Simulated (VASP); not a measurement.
# W (Pm-3n) in VASP: notebook

Runs on W. Level: LDA. Tasks: single point, relaxation of cell and atoms.

All numbers are computed with VASP 6.6.1; they aren't measurements. Logs are shortened: lines on timing, memory, paths and dates and some standing lists are left out, and cuts for length are marked.

### Step 1. The cell of the first run

The structure is cubic, space group Pm-3n (No. 223). Conventional cell: a = 4.874 Å, b = 4.874 Å, c = 4.874 Å, α = 90.00°, β = 90.00°, γ = 90.00°. W (site symmetry m-3) has 12 W at 2.72 Å within 3.6 Å. Within 3.2 Å of W (site symmetry -4m2) lie 14 W at 2.44 to 2.98 Å.

### Step 2. Single point, LDA

Input file INCAR:

```
SYSTEM = W
ALGO = Normal
EDIFF = 1E-7
ENCUT = 520
GGA = CA
ISIF = 2
ISMEAR = -1
LASPH = .True.
LCHARG = .False.
LREAL = .False.
LWAVE = .False.
NBANDS = 66
NELM = 60
PREC = Accurate
SIGMA = 0.1
```

Input file KPOINTS:

```
k-points
0
Gamma
  5 5 5
  0 0 0
```

Input file POSCAR:

```
W
1.0
    4.8742349290      0.0000000000      0.0000000000
    0.0000000000      4.8742349290      0.0000000000
    0.0000000000      0.0000000000      4.8742349290
W
8
Direct
    0.0000000000      0.0000000000      0.0000000000
    0.5000000000      0.5000000000      0.5000000000
    0.0000000000      0.5000000000      0.2500000000
    0.0000000000      0.5000000000      0.7500000000
    0.2500000000      0.0000000000      0.5000000000
    0.7500000000      0.0000000000      0.5000000000
    0.5000000000      0.7500000000      0.0000000000
    0.5000000000      0.2500000000      0.0000000000
```

Potentials or basis: VASP PAW LDA potentials, release 64 (W_sv).

Command:

```sh
$ cat potpaw_LDA.64/W_sv/POTCAR > POTCAR
$ mpirun -np 1 vasp_std > vasp.out
```

OUTCAR:

```text
SYSTEM = W
   EDIFF = 1E-7
   ENCUT = 520
   GGA = CA
   ISIF = 2
   ISMEAR = -1
   LASPH = .True.
   LREAL = .False.
   NELM = 60
   PREC = Accurate

 ion  position               nearest neighbor table
   1  0.000  0.000  0.000-   3 2.72   4 2.72   5 2.72   6 2.72   7 2.72   8 2.72   5 2.72   6 2.72
                             3 2.72   4 2.72   7 2.72   8 2.72
   2  0.500  0.500  0.500-   3 2.72   4 2.72   5 2.72   6 2.72   7 2.72   8 2.72   7 2.72   8 2.72
                             5 2.72   6 2.72   3 2.72   4 2.72
   3  0.000  0.500  0.250-   4 2.44   4 2.44   1 2.72   2 2.72   1 2.72   2 2.72   8 2.98   5 2.98
                             6 2.98   5 2.98   6 2.98   7 2.98   7 2.98   8 2.98
   4  0.000  0.500  0.750-   3 2.44   3 2.44   1 2.72   2 2.72   1 2.72   2 2.72   8 2.98   5 2.98
                             6 2.98   5 2.98   6 2.98   7 2.98   7 2.98   8 2.98
   5  0.250  0.000  0.500-   6 2.44   6 2.44   1 2.72   1 2.72   2 2.72   2 2.72   3 2.98   3 2.98
                             4 2.98   4 2.98   8 2.98   7 2.98   7 2.98   8 2.98
   6  0.750  0.000  0.500-   5 2.44   5 2.44   1 2.72   1 2.72   2 2.72   2 2.72   3 2.98   3 2.98
                             4 2.98   4 2.98   8 2.98   7 2.98   7 2.98   8 2.98
   7  0.500  0.750  0.000-   8 2.44   8 2.44   1 2.72   2 2.72   2 2.72   1 2.72   3 2.98   4 2.98
                             3 2.98   4 2.98   5 2.98   6 2.98   5 2.98   6 2.98
   8  0.500  0.250  0.000-   7 2.44   7 2.44   1 2.72   2 2.72   2 2.72   1 2.72   3 2.98   4 2.98
                             3 2.98   4 2.98   5 2.98   6 2.98   5 2.98   6 2.98

  LATTYP: Found a simple cubic cell.
 ALAT       =     4.8742349290

  Lattice vectors:

 A1 = (   4.8742349290,   0.0000000000,   0.0000000000)
 A2 = (   0.0000000000,   4.8742349290,   0.0000000000)
 A3 = (   0.0000000000,   0.0000000000,   4.8742349290)

Analysis of symmetry for initial positions (statically):
=====================================================================
 Subroutine PRICEL returns:
 Original cell was already a primitive cell.

 Routine SETGRP: Setting up the symmetry group for a
 simple cubic supercell.

 Subroutine GETGRP returns: Found 48 space group operations
 (whereof 24 operations were pure point group operations)
 out of a pool of 48 trial point group operations.

The static configuration has the point symmetry T_h .
 The point group associated with its full space group is O_h .

Analysis of symmetry for dynamics (positions and initial velocities):
=====================================================================
 Subroutine PRICEL returns:
 Original cell was already a primitive cell.

[... 111 lines left out ...]
   ISIF   =      2    stress and relaxation
   ISYM   =      2    0-nonsym 1-usesym 2-fastsym
   POTIM  = 0.5000    time-step for ionic-motion
   TEBEG  =    0.0;   TEEND  =   0.0 temperature during run
   PSTRESS=    0.0 pullay stress
   NELECT =     112.0000    total number of electrons
   NUPDOWN=      -1.0000    fix difference up-down
   EMIN   =  10.00;   EMAX   =-10.00  energy-range for DOS
   EFERMI =   0.00;   METHOD = LEGACY
   ISMEAR =    -1;   SIGMA  =   0.10  broadening in eV -4-tet -1-fermi 0-gaus
   EFERMI_NEDOS =   21; number of points for ismear=-14 and -15
   IALGO  =     38    algorithm
   IMIX   =      4    mixing-type and parameters
     AMIX     =   0.40;   BMIX     =  1.00
     AMIX_MAG =   1.60;   BMIX_MAG =  1.00
  volume/ion in A,a.u.               =      14.48        97.68
  Fermi-wavevector in a.u.,A,eV,Ry     =   1.618978  3.059426 35.662108  2.621091
  Thomas-Fermi vector in A             =   2.713154
   LORBIT       =      0    0 simple, 1 ext, 2 COOP (PROOUT), +10 PAW based schemes
   GGA     = CA    functional components
   LHFCALC =     F    Hartree Fock is set to
   AEXX    =    0.0000 exact exchange contribution
   IVDW    =     0    specifies the selected vdW correction
   LEPSILON=     F    determine dielectric tensor
   LRPA    =     F    only Hartree local field effects (RPA)
 non-spin polarized calculation
  energy-cutoff  :      520.00
  volume of cell :      115.80
 maximum number of plane-waves:      3127
   NGX = 19   NGY = 19   NGZ = 19

 number of electron     112.0000002 magnetization

 Free energy of the ion-electron system (eV)
  ---------------------------------------------------
  ext. energy  EPLUGINS =         0.00000000
  ---------------------------------------------------
  free energy    TOTEN  =      -111.12935817 eV

  energy without entropy =     -111.03099583  energy(sigma->0) =     -111.08017700

 E-fermi :  12.3575     XC(G=0): -14.3308

 val. band max:       12.1967483912   @ k =   0.2000   0.0000   0.0000
 cond. band min:      12.4081907394   @ k =   0.4000   0.2000   0.0000
 fundamental gap:      0.2114423482
 Fermi energy:        12.3575422897

 k-point     1 :       0.0000    0.0000    0.0000
  band No.  band energies     occupation
      1     -61.0123      2.00000
      2     -60.9239      2.00000
      3     -60.9239      2.00000
      4     -60.7026      2.00000
      5     -60.7026      2.00000
      6     -60.7026      2.00000
[... 679 lines left out ...]
     65      15.3844      0.00000
     66      15.4704      0.00000

------------------------ aborting loop because EDIFF is reached ----------------------------------------

  FORCE on cell =-STRESS in cart. coord.  units (eV):
  Direction    XX          YY          ZZ          XY          YZ          ZX
  --------------------------------------------------------------------------------------
  -------------------------------------------------------------------------------------
  Total       23.8095596     23.8095596     23.8095596      0.0000000     -0.0000000     -0.0000000
  in kB      329.4143943    329.4143943    329.4143943      0.0000000     -0.0000000     -0.0000000
  external PRESSURE =     329.4143943 kB  Pullay stress =       0.0000000 kB

 VOLUME and BASIS-vectors are now :
 -----------------------------------------------------------------------------
  energy-cutoff  :      520.00
  volume of cell :      115.80
      direct lattice vectors                 reciprocal lattice vectors
     4.874234929  0.000000000  0.000000000     0.205160403  0.000000000  0.000000000
     0.000000000  4.874234929  0.000000000     0.000000000  0.205160403  0.000000000
     0.000000000  0.000000000  4.874234929     0.000000000  0.000000000  0.205160403

 POSITION                                       TOTAL-FORCE (eV/Angst)
 -----------------------------------------------------------------------------------
      0.00000      0.00000      0.00000         0.000000      0.000000     -0.000000
      2.43712      2.43712      2.43712         0.000000      0.000000     -0.000000
      0.00000      2.43712      1.21856         0.000000     -0.000000     -0.000000
      0.00000      2.43712      3.65568         0.000000      0.000000      0.000000
      1.21856      0.00000      2.43712         0.000000      0.000000     -0.000000
      3.65568      0.00000      2.43712        -0.000000     -0.000000      0.000000
      2.43712      3.65568      0.00000        -0.000000      0.000000      0.000000
      2.43712      1.21856      0.00000         0.000000     -0.000000      0.000000
 -----------------------------------------------------------------------------------
    total drift:                                0.000000      0.000000     -0.000000

  FREE ENERGIE OF THE ION-ELECTRON SYSTEM (eV)
  ---------------------------------------------------
  free  energy   TOTEN  =      -111.1293581728 eV

  energy  without entropy=     -111.0309958339  energy(sigma->0) =     -111.08017700
```

stdout:

```text
POSCAR found type information on POSCAR W
 POSCAR found :  1 types and       8 ions
 scaLAPACK will be used
 LDA part: xc-table for (Slater(with rela. corr.)+CA(PZ))
 , standard interpolation
 POSCAR, INCAR and KPOINTS ok, starting setup
 FFT: planning ... GRIDC
 FFT: planning ... GRID_SOFT
 FFT: planning ... GRID
 WAVECAR not read
 entering main loop
```

Run time: 47 s. Hardware: 1 thread of Intel Xeon Platinum 8375C at 2.90GHz (Ice Lake), shared host; peak memory 0.19 GiB.

What came out:

* Free energy: -111.1294 eV
* Pressure: 32.9 GPa
* Band gap on the k mesh: zero (band 56 reaches 12.57 eV, above the bottom of band 57 at 11.78 eV)

Caveat: spin-orbit coupling is left out, which moves the levels of the heavy elements.

### Step 3. Relaxation of cell and atoms, LDA, target pressure 30 GPa, at which the enthalpy is minimised

This run uses another cell than the first one, of 16.42 Å³/atom, 1.134 times its volume.

Input file INCAR:

```
PREC     = Accurate       # precision mode
ENCUT    = 600            # plane-wave cutoff, eV
EDIFF    = 1E-7           # SCF threshold, eV
ISMEAR   = -1             # smearing method
SIGMA    = 0.1            # smearing width, eV
LREAL    = False          # projectors in reciprocal space
LASPH    = True           # aspherical terms in the spheres
NELM     = 80             # most SCF steps
ALGO     = Normal         # electronic algorithm
ISIF     = 3              # what is computed and relaxed
LWAVE    = False          # write WAVECAR
LCHARG   = False          # write CHGCAR
IBRION   = 2              # ionic algorithm
NSW      = 80             # ionic steps
EDIFFG   = -0.05          # ionic threshold
PSTRESS  = 300.0
```

Input file KPOINTS:

```
regular mesh
0
Gamma
  5 5 5
```

Edit POSCAR of step 2 so:

```diff
@@ -2,5 +2,5 @@
 1.0
-    4.8742349290      0.0000000000      0.0000000000
-    0.0000000000      4.8742349290      0.0000000000
-    0.0000000000      0.0000000000      4.8742349290
+    5.0830000000      0.0000000000      0.0000000000
+    0.0000000000      5.0830000000      0.0000000000
+    0.0000000000      0.0000000000      5.0830000000
 W
```

Potentials or basis: VASP PAW LDA potentials, release 64 (W_sv).

Command:

```sh
$ cat potpaw_LDA.64/W_sv/POTCAR > POTCAR
$ mpirun -np 1 vasp_std > vasp.out
```

OUTCAR:

```text
PREC = Accurate
   ENCUT = 600
   EDIFF = 1E-7
   ISMEAR = -1
   LREAL = False
   LASPH = True
   NELM = 80
   ISIF = 3
   IBRION = 2
   NSW = 80
   EDIFFG = -0.05
   PSTRESS = 300.0

 ion  position               nearest neighbor table
   1  0.000  0.000  0.000-   3 2.84   4 2.84   5 2.84   6 2.84   7 2.84   8 2.84   5 2.84   6 2.84
                             3 2.84   4 2.84   7 2.84   8 2.84
   2  0.500  0.500  0.500-   3 2.84   4 2.84   5 2.84   6 2.84   7 2.84   8 2.84   7 2.84   8 2.84
                             5 2.84   6 2.84   3 2.84   4 2.84
   3  0.000  0.500  0.250-   4 2.54   4 2.54   1 2.84   2 2.84   1 2.84   2 2.84   8 3.11   5 3.11
                             6 3.11   5 3.11   6 3.11   7 3.11   7 3.11   8 3.11
   4  0.000  0.500  0.750-   3 2.54   3 2.54   1 2.84   2 2.84   1 2.84   2 2.84   8 3.11   5 3.11
                             6 3.11   5 3.11   6 3.11   7 3.11   7 3.11   8 3.11
   5  0.250  0.000  0.500-   6 2.54   6 2.54   1 2.84   1 2.84   2 2.84   2 2.84   8 3.11   4 3.11
                             7 3.11   8 3.11   3 3.11   3 3.11   4 3.11   7 3.11
[... 198 lines left out ...]
  Total      -10.3605374    -10.3605374    -10.3605374     -0.0000000      0.0000000      0.0000000
  in kB     -126.3957692   -126.3957692   -126.3957692     -0.0000000      0.0000000      0.0000000
  external PRESSURE =    -426.3957692 kB  Pullay stress =     300.0000000 kB
[... 163 lines left out ...]
--------------------------------------- Ionic step        5  -------------------------------------------

 number of electron     112.0000017 magnetization

 Free energy of the ion-electron system (eV)
  ---------------------------------------------------
  ext. energy  EPLUGINS =         0.00000000
  ---------------------------------------------------
  free energy    TOTEN  =      -111.27574944 eV

  energy without entropy =     -111.17795403  energy(sigma->0) =     -111.22685174

 E-fermi :  12.2621     XC(G=0): -14.2947

 val. band max:       12.1077079850   @ k =   0.2000   0.0000   0.0000
 cond. band min:      12.3190600562   @ k =   0.4000   0.2000   0.0000
 fundamental gap:      0.2113520712
 Fermi energy:        12.2620561386

 k-point     1 :       0.0000    0.0000    0.0000
  band No.  band energies     occupation
      1     -61.1149      2.00000
      2     -61.0294      2.00000
      3     -61.0294      2.00000
      4     -60.8133      2.00000
      5     -60.8133      2.00000
      6     -60.8133      2.00000
[... 728 lines left out ...]
  energy  without entropy=     -111.1779540347  energy(sigma->0) =     -111.22685174

  enthalpy is  TOTEN    =       -89.4561440521 eV   P V=       21.8196053847

 reached required accuracy - stopping structural energy minimisation
```

OSZICAR:

```text
N       E                     dE             d eps       ncg     rms          rms(c)
DAV:   1     0.167841694589E+04    0.16784E+04   -0.68339E+04  1340   0.217E+03
DAV:   2     0.118305498271E+02   -0.16666E+04   -0.16235E+04  1348   0.689E+02
DAV:   3    -0.111422953381E+03   -0.12325E+03   -0.11419E+03  1525   0.164E+02
DAV:   4    -0.117357454163E+03   -0.59345E+01   -0.56417E+01  1616   0.304E+01
[... 54 lines left out ...]
DAV:   5    -0.111275921602E+03    0.23381E-02   -0.56478E-03  1481   0.516E-01    0.332E-01
DAV:   6    -0.111275750027E+03    0.17158E-03   -0.13559E-03  1530   0.216E-01    0.372E-02
DAV:   7    -0.111275748648E+03    0.13790E-05   -0.54510E-05  1487   0.454E-02    0.705E-03
DAV:   8    -0.111275749418E+03   -0.77056E-06   -0.28161E-06  1548   0.931E-03    0.470E-03
DAV:   9    -0.111275749437E+03   -0.18319E-07   -0.56335E-07  1321   0.524E-03
   5 F= -.89456144E+02 E0= -.89407246E+02  d E =-.216231E+01
```

Run time: 4.9 min. Hardware: 1 thread of Intel Xeon Platinum 8375C at 2.90GHz (Ice Lake), shared host; peak memory 0.26 GiB.

Results:

```yaml
Free_energy: -111.2757 eV
Relaxed_volume: 14.57 Å³/atom
Relaxed_cell: a = 4.884 Å, b = 4.884 Å, c = 4.884 Å, α = 90.00°, β = 90.00°, γ = 90.00°
Space_group_after_relaxing_to_0.05_Å: Pm-3n (No. 223)
Energy_change_on_relaxing_the_enthalpy_is_what_falls: +76.1 meV/atom
Ionic_steps: 5
Pressure_after_relaxing: 30.2 GPa
Band_gap_on_the_k_mesh: zero (band 56 reaches 12.47 eV, above the bottom of band 57 at 11.70 eV)
```

Step by step:
```tsv
step	energy change (eV)	largest force (eV/Å)	pressure (GPa)	volume (Å³)
1	0.0000	0.0000	-12.64	131.33
2	92.5633	0.0000	842.91	64.56
3	0.0425	0.0000	16.03	120.49
4	0.2989	0.0000	23.22	118.39
5	0.6088	0.0000	30.15	116.53
```

Final structure:
```
W
1.0
     4.88441    0.00000    0.00000
     0.00000    4.88441    0.00000
     0.00000    0.00000    4.88441
W
8
Direct
  0.00000 0.00000 0.00000
  0.50000 0.50000 0.50000
  0.00000 0.50000 0.25000
  0.00000 0.50000 0.75000
  0.25000 0.00000 0.50000
  0.75000 0.00000 0.50000
  0.50000 0.75000 0.00000
  0.50000 0.25000 0.00000
```

Levels at points of the mesh, in eV from the Fermi level:
```tsv
k point	band 52	band 53	band 54	band 55	band 56	band 57	band 58	band 59	band 60	band 61
(0.00, 0.00, 0.00)	-1.82	-1.63	-1.63	-0.57	-0.57	-0.57	1.86	1.86	1.86	1.92
```

Caveat: the cell is relaxed towards a set pressure, so the enthalpy falls and the energy may rise; spin-orbit coupling is left out, which moves the levels of the heavy elements. LDA usually gives volumes a few per cent too small.
